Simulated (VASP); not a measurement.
Input of a VASP 6.6.1 run:

The input INCAR:

```
PREC = Accurate ; ENCUT = 520
EDIFF = 1E-7 ; ISMEAR = 0
SIGMA = 0.05 ; LREAL = False
LASPH = True ; NELM = 80
ALGO = Normal ; ISIF = 2
LWAVE = False ; LCHARG = False
GGA = PE ; NBANDS = 16
```

Contents of KPOINTS:

```
regular mesh
0
Gamma
  12 12 6
```

Contents of POSCAR:

```
Si
1.0
    3.6973121707      0.0000000000      0.0000000000
   -1.8486560853      3.2019662655      0.0000000000
    0.0000000000      0.0000000000      6.9051002099
Si
4
Direct
    0.3333333333      0.6666666667      0.0629320729
    0.6666666667      0.3333333333      0.5629320729
    0.3333333333      0.6666666667      0.4370679271
    0.6666666667      0.3333333333      0.9370679271
```

Potentials or basis: VASP PAW PBE potentials, release 64 (Si).

Command:

```sh
$ cat potpaw_PBE.64/Si/POTCAR > POTCAR
$ mpirun -np 1 vasp_std > vasp.out
```

(1) Estimate the pressure.

(2) What does it give for the band gap on the k mesh?

(3) What does it give for the largest force?

Answers

(1) 1.6 GPa.

(2) 0.22 eV.

(3) 0.790 eV/Å.

Caveat: the stress differs along the axes, from -13 to 9 GPa; semilocal functionals underestimate gaps, and a narrow one can read as zero.
